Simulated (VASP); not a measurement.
# BN (R3m) in VASP: notebook, part 2 of 2

VASP 6.6.1. The steps go on from the part before.

**3. Single point, PBE+D3(BJ) (strain +0.000 along x and y, +0.040 along z)**

INCAR reads:

```
SYSTEM = BN
PREC = Accurate
ENCUT = 520
EDIFF = 1E-7
ISMEAR = 0
SIGMA = 0.05
LREAL = .False.
LASPH = .True.
NELM = 60
ALGO = Normal
ISIF = 2
LWAVE = .False.
LCHARG = .False.
GGA = PE
IVDW = 12
NBANDS = 11
```

KPOINTS reads:

```
Automatic mesh
0
Gamma
  12 12 12
  0 0 0
```

POSCAR reads:

```
BN
1.0
    1.2530568997      0.7234527383      3.4266799137
   -1.2530568997      0.7234527383      3.4266799137
    0.0000000000     -1.4469054767      3.4266799137
B N
1 1
Direct
    0.9996975446      0.9996975446      0.9996975446
    0.3327354554      0.3327354554      0.3327354554
```

Potentials or basis: VASP PAW PBE potentials, release 64 (B, N).

Started as:

```console
$ cat potpaw_PBE.64/B/POTCAR potpaw_PBE.64/N/POTCAR > POTCAR
$ mpirun -np 1 vasp_std > vasp.out
```

Wall time 26 s (1 thread of Intel Xeon 6975P-C, shared host); peak memory 0.19 GiB.

The run converged. Its results:

```
Free energy                : -17.8574 eV
Pressure                   : -0.2 GPa
Largest force              : 0.015 eV/Å
Band gap on the k mesh     : 4.30 eV, indirect (least direct gap 4.68 eV)
Dispersion energy per atom : -0.136 eV
```

Forces in eV/Å, atoms in the order of the input:
```
B    0.000  0.000 -0.015
N    0.000  0.000  0.015
```

Stress tensor (GPa, compression positive):
```
 0.29  0.00  0.00
 0.00  0.29  0.00
 0.00  0.00 -1.06
```

Levels at points of the mesh, in eV from the valence-band top:
```csv
k point,band 2,band 3,band 4,band 5,band 6,band 7
"(0.00, 0.00, 0.00)",-4.24,-1.30,-1.30,5.08,11.63,11.63
"(0.50, 0.00, 0.00)",-8.91,-4.07,-0.62,5.25,9.85,12.99
"(0.50, 0.50, 0.00)",-8.80,-4.12,-1.15,4.30,9.87,14.12
"(0.50, 0.50, 0.50)",-6.05,-1.31,-1.31,9.92,11.57,11.57
```

Caveat: the cell differs from its parent crystal (strain +0.000 along x and y, +0.040 along z). A k mesh can miss the band edges.

**4. Single point, PBE+D3(BJ) (strain +0.040 along x and y, -0.040 along z)**

INCAR reads:

```
  ALGO = Normal
  EDIFF = 1E-6
  ENCUT = 520
  GGA = PE
  ISIF = 2
  ISMEAR = 0
  IVDW = 12
  LASPH = T
  LCHARG = F
  LREAL = F
  LWAVE = F
  NBANDS = 11
  NELM = 100
  PREC = Accurate
  SIGMA = 0.05
```

KPOINTS reads:

```
k-points
0
Gamma
  12 12 12
```

POSCAR reads:

```
BN
1.0
    1.3031791757      0.7523908479      3.1630891511
   -1.3031791757      0.7523908479      3.1630891511
    0.0000000000     -1.5047816958      3.1630891511
B N
1 1
Direct
    0.9996975446      0.9996975446      0.9996975446
    0.3327354554      0.3327354554      0.3327354554
```

Started as:

```console
$ cat potpaw_PBE.64/B/POTCAR potpaw_PBE.64/N/POTCAR > POTCAR
$ mpirun -np 1 vasp_std > vasp.out
```

Wall time 24 s (1 thread of Intel Xeon 6975P-C, shared host); peak memory 0.19 GiB.

Results (log left out):

- Free energy: -17.6831 eV
- Pressure: -24.3 GPa
- Largest force: 0.038 eV/Å
- Band gap on the k mesh: 3.85 eV, indirect (least direct gap 4.42 eV)
- Dispersion energy per atom: -0.138 eV

Forces in eV/Å, atoms in the order of the input:
```
B    0.000  0.000  0.038
N    0.000  0.000 -0.038
```

Stress tensor (GPa, compression positive):
```
-37.16   0.00   0.00
  0.00 -37.16   0.00
  0.00   0.00   1.45
```

Levels at points of the mesh, in eV from the valence-band top:
```tsv
k point	band 1	band 2	band 3	band 4	band 5	band 6	band 7	band 8	band 9
(0.00, 0.00, 0.00)	-17.21	-3.20	-1.45	-1.45	5.38	10.66	10.66	11.78	13.20
(0.50, 0.00, 0.00)	-14.32	-8.56	-3.91	-0.41	5.04	8.82	12.72	15.19	19.58
(0.50, 0.50, 0.00)	-14.20	-8.35	-4.03	-1.25	3.85	8.54	14.02	17.54	19.38
(0.50, 0.50, 0.50)	-16.78	-5.91	-1.49	-1.49	10.05	10.41	10.53	10.53	16.80
```

Caveat: the cell differs from its parent crystal (strain +0.040 along x and y, -0.040 along z). A k mesh can miss the band edges.

**5. Single point, PBE+D3(BJ) (strain +0.000 along x and y, +0.080 along z)**

INCAR reads:

```
ALGO = Normal
EDIFF = 1E-7
ENCUT = 520
GGA = PE
ISIF = 2
ISMEAR = 0
IVDW = 12
LASPH = True
LCHARG = False
LREAL = False
LWAVE = False
NBANDS = 11
NELM = 100
PREC = Accurate
SIGMA = 0.05
```

KPOINTS is that of step 4.

POSCAR reads:

```
BN
1.0
    1.2530568997      0.7234527383      3.5584752950
   -1.2530568997      0.7234527383      3.5584752950
    0.0000000000     -1.4469054767      3.5584752950
B N
1 1
Direct
    0.9996975446      0.9996975446      0.9996975446
    0.3327354554      0.3327354554      0.3327354554
```

Started as:

```console
$ cat potpaw_PBE.64/B/POTCAR potpaw_PBE.64/N/POTCAR > POTCAR
$ mpirun -np 1 vasp_std > vasp.out
```

Wall time 49 s (1 thread of Intel Xeon 6975P-C, shared host); peak memory 0.2 GiB.

It converged, with:

```yaml
Free_energy: -17.8522 eV
Pressure: -0.3 GPa
Largest_force: 0.026 eV/Å
Band_gap_on_the_k_mesh: 4.37 eV, indirect (least direct gap 4.68 eV)
Dispersion_energy_per_atom: -0.129 eV
```

Forces in eV/Å, atoms in the order of the input:
```
B    0.000  0.000 -0.026
N    0.000  0.000  0.026
```

Stress tensor (GPa, compression positive):
```
 0.39  0.00  0.00
 0.00  0.39  0.00
 0.00  0.00 -1.56
```

Levels at points of the mesh, in eV from the valence-band top:
```csv
k point,band 1,band 2,band 3,band 4,band 5,band 6,band 7,band 8
"(0.00, 0.00, 0.00)",-17.72,-4.43,-1.31,-1.31,4.89,11.61,11.61,12.96
"(0.50, 0.00, 0.00)",-14.58,-8.90,-4.09,-0.68,5.18,9.79,12.83,14.51
"(0.50, 0.50, 0.00)",-14.53,-8.82,-4.12,-1.10,4.37,9.87,13.88,16.75
"(0.50, 0.50, 0.50)",-17.55,-5.92,-1.32,-1.32,9.48,11.57,11.57,11.78
```

Caveat: the cell differs from its parent crystal (strain +0.000 along x and y, +0.080 along z).

**6. Single point, PBE+D3(BJ) (strain +0.040 along x and y, +0.000 along z)**

INCAR reads:

```
  ALGO = Normal
  EDIFF = 1E-6
  ENCUT = 520
  GGA = PE
  ISIF = 2
  ISMEAR = 0
  IVDW = 12
  LASPH = T
  LCHARG = F
  LREAL = F
  LWAVE = F
  NBANDS = 11
  NELM = 80
  PREC = Accurate
  SIGMA = 0.05
```

KPOINTS is that of step 5.

POSCAR reads:

```
BN
1.0
    1.3031791757      0.7523908479      3.2948845324
   -1.3031791757      0.7523908479      3.2948845324
    0.0000000000     -1.5047816958      3.2948845324
B N
1 1
Direct
    0.9996975446      0.9996975446      0.9996975446
    0.3327354554      0.3327354554      0.3327354554
```

Potentials or basis: VASP PAW PBE potentials, release 64 (B, N).

Started as:

```console
$ cat potpaw_PBE.64/B/POTCAR potpaw_PBE.64/N/POTCAR > POTCAR
$ mpirun -np 1 vasp_std > vasp.out
```

OUTCAR:

```text
EDIFF = 1E-6
   ENCUT = 520
   GGA = PE
   ISIF = 2
   ISMEAR = 0
   IVDW = 12
   LASPH = T
   LREAL = F
   NELM = 80
   PREC = Accurate
 IVDW          = 12

 ion  position               nearest neighbor table
   1  1.000  1.000  1.000-   2 1.50   2 1.50   2 1.50
   2  0.333  0.333  0.333-   1 1.50   1 1.50   1 1.50

  LATTYP: Found a trigonal (rhomboedric) cell.
 ALAT       =     3.6222412998
 COS(alpha) =     0.7411289396

  Lattice vectors:

[... 524 lines left out ...]

 Edisp (eV)   -0.26307

 E8    (eV) :    -0.0772

  FORCE on cell =-STRESS in cart. coord.  units (eV):
  Direction    XX          YY          ZZ          XY          YZ          ZX
  --------------------------------------------------------------------------------------
  -------------------------------------------------------------------------------------
  Total      -4.31000    -4.31000     0.00805     0.00000    -0.00000    -0.00000
  in kB    -356.24530  -356.24530     0.66523     0.00000    -0.00000    -0.00000
  external pressure =     -237.28 kB  Pullay stress =        0.00 kB

 VOLUME and BASIS-vectors are now :
 -----------------------------------------------------------------------------
  energy-cutoff  :      520.00
  volume of cell :       19.38
      direct lattice vectors                 reciprocal lattice vectors
     1.303179176  0.752390848  3.294884532     0.383677095  0.221516074  0.101166924
    -1.303179176  0.752390848  3.294884532    -0.383677095  0.221516074  0.101166924
     0.000000000 -1.504781696  3.294884532     0.000000000 -0.443032148  0.101166924

 POSITION                                       TOTAL-FORCE (eV/Angst)
 -----------------------------------------------------------------------------------
      0.00000      0.00000      9.88166         0.000000      0.000000      0.010133
      0.00000      0.00000      3.28897         0.000000      0.000000     -0.010133
 -----------------------------------------------------------------------------------
    total drift:                                0.000000      0.000000      0.000041

  FREE ENERGIE OF THE ION-ELECTRON SYSTEM (eV)
  ---------------------------------------------------
  free  energy   TOTEN  =       -17.6871077942 eV

  energy  without entropy=      -17.6871077942  energy(sigma->0) =      -17.68710779
```

OSZICAR:

```text
N       E                     dE             d eps       ncg     rms          rms(c)
DAV:   1     0.122578244544E+02    0.12258E+02   -0.45133E+03  4230   0.678E+02
DAV:   2    -0.180215248343E+02   -0.30279E+02   -0.29032E+02  4983   0.153E+02
DAV:   3    -0.188412945409E+02   -0.81977E+00   -0.81847E+00  5117   0.231E+01
DAV:   4    -0.188438083110E+02   -0.25138E-02   -0.25137E-02  4566   0.143E+00
DAV:   5    -0.188438184196E+02   -0.10109E-04   -0.10109E-04  5093   0.807E-02    0.726E+00
DAV:   6    -0.175409746915E+02    0.13028E+01   -0.52758E+00  4763   0.122E+01    0.325E+00
DAV:   7    -0.174526631686E+02    0.88312E-01   -0.15066E-01  5010   0.315E+00    0.205E+00
DAV:   8    -0.174236679960E+02    0.28995E-01   -0.90118E-02  5070   0.184E+00    0.208E-01
DAV:   9    -0.174236886001E+02   -0.20604E-04   -0.28505E-03  4614   0.397E-01    0.118E-01
DAV:  10    -0.174240165099E+02   -0.32791E-03   -0.48709E-04  4641   0.162E-01    0.212E-02
DAV:  11    -0.174240363852E+02   -0.19875E-04   -0.41593E-05  4926   0.428E-02    0.188E-02
DAV:  12    -0.174240367604E+02   -0.37517E-06   -0.84977E-06  4566   0.189E-02
   1 F= -.17687108E+02 E0= -.17687108E+02  d E =-.286865E-19
```

It took 31 s on 1 thread of Intel Xeon 6975P-C, shared host; peak memory 0.19 GiB.

Results:

| Quantity | Value |
| --- | --- |
| Free energy | -17.6871 eV |
| Pressure | -23.7 GPa |
| Largest force | 0.010 eV/Å |
| Band gap on the k mesh | 3.98 eV, indirect (least direct gap 4.40 eV) |
| Dispersion energy per atom | -0.132 eV |

Forces on the atoms (eV/Å):
```
B    0.000  0.000  0.010
N    0.000  0.000 -0.010
```

Caveat: the cell differs from its parent crystal (strain +0.040 along x and y, +0.000 along z). A k mesh can miss the band edges.

**7. Summary**

| cell | gap on the mesh (eV) | pressure (GPa) | largest force (eV/Å) |
| --- | --- | --- | --- |
| a = 3.384 Å, angles 45.3°, 2 atoms | 3.71 | -24.7 | 0.08 |
| a = 3.720 Å, angles 39.4°, 2 atoms | 4.30 | -0.2 | 0.02 |
| a = 3.503 Å, angles 43.7°, 2 atoms | 3.85 | -24.3 | 0.04 |
| a = 3.841 Å, angles 38.1°, 2 atoms | 4.37 | -0.3 | 0.03 |
| a = 3.622 Å, angles 42.2°, 2 atoms | 3.98 | -23.7 | 0.01 |

Alike in all rows: task single point; level PBE+D3(BJ); potentials or basis VASP PAW PBE potentials, release 64 (B, N); no spin polarisation; k mesh 12 × 12 × 12; cutoff (eV) 520; smearing gaussian 0.05 eV.

Total energies depend on the potentials used, so only differences within one code and one set of settings carry meaning.
